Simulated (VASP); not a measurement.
Wanted: the native input for a VASP 6.6.1 run.

* Task: single point
* Functional: PBE
* Potentials or basis: VASP PAW PBE potentials, release 64 (C, O, H)
* Cutoff: 520 eV
* k mesh: 1 × 1 × 1
* Occupations: fermi-dirac, width 0.05 eV
* Spin: no spin polarisation
* Dipole correction: no
* Further INCAR settings: LREAL = Auto; ALGO = Normal; EDIFF = 1e-06; NBANDS = 80

The structure of H4C3O2 lies in POSCAR:

```
H4C3O2
1.0
    8.6677180000      0.0000000000      0.0000000000
    0.0000000000      8.6677180000      0.0000000000
    0.0000000000      0.0000000000      8.6677180000
C O H
12 8 16
Direct
    0.4739540442      1.0186072043      0.8901650930
    0.5662390032      0.2710286606      0.4716350947
    0.9072976301      0.4718658360      0.1328492690
    0.9082436692      0.4311053959      0.6382994924
    0.4533719256      0.7264080350      0.3366976175
    0.3442082449      0.7086524965      0.2321487616
    0.9026135830      0.9812386605      0.9269106355
    0.8545501826      0.8523119926      0.8574921335
    0.1865658297      0.0591505169      0.5652698900
    0.1652338020      0.1243118431      0.4233409532
    0.3965749693      0.3510497227      0.8687292318
    0.5366118279      0.3555837880      0.9370517130
    0.4814185233      1.0196916882      1.0301673405
    0.4580444357      1.0205223566      0.7530701853
    0.6654808105      0.1810280399      0.4826183778
    0.4738732848      0.3601986128      0.4431500886
    0.8142050768      0.5521407134      0.0807363599
    0.9958561181      0.3802961748      0.1788359981
    0.9706361005      0.4195337227      0.7576042506
    0.8302992783      0.4465535219      0.5244056163
    0.4256137544      0.7699027587      0.4510068279
    0.5715345146      0.7108214642      0.3029632482
    0.2268763243      0.7248274575      0.2701056956
    0.3902757335      0.6790714696      0.1187971275
    0.9683286881      0.9738434038      1.0369972812
    0.9129623276      1.0917867886      0.8751784495
    0.8713135337      0.7329380121      0.9071361113
    0.7959534447      0.8591996186      0.7362837600
    0.0972228215      0.0508322952      0.6505287782
    0.2873766775     -0.0124484899      0.5856789526
    0.0587697938      0.1700332198      0.3793270616
    0.2554651640      0.1021491470      0.3317251438
    0.3833996445      0.3001597422      0.7558275431
    0.2898340717      0.3713203406      0.9296218451
    0.6303389197      0.3422584814      0.8568460580
    0.5584284122      0.3787386715      1.0552604503
```

One way to write it, as run:

INCAR

```
SYSTEM = H4C3O2
PREC = Accurate
ENCUT = 520
EDIFF = 1E-6
ISMEAR = -1
SIGMA = 0.05
LREAL = Auto
LASPH = .True.
NELM = 100
ALGO = Normal
ISIF = 2
LWAVE = .False.
LCHARG = .False.
GGA = PE
NBANDS = 80
```

KPOINTS

```
regular mesh
0
Gamma
  1 1 1
  0 0 0
```

Potentials or basis: VASP PAW PBE potentials, release 64 (C, O, H).

Launch:

```console
$ cat potpaw_PBE.64/C/POTCAR potpaw_PBE.64/O/POTCAR potpaw_PBE.64/H/POTCAR > POTCAR
$ mpirun -np 1 vasp_gam > vasp.out
```

Results of the run:

* Pressure: 0.3 GPa
* Largest force: 4.024 eV/Å
* Band gap on the k mesh: 4.44 eV

Caveat: the k points lie up to 0.72 Å⁻¹ apart.

Run time: 55 s on 1 thread of Intel(R) Xeon(R) Platinum 8488C (Sapphire Rapids) (shared host), peak memory 0.54 GiB.
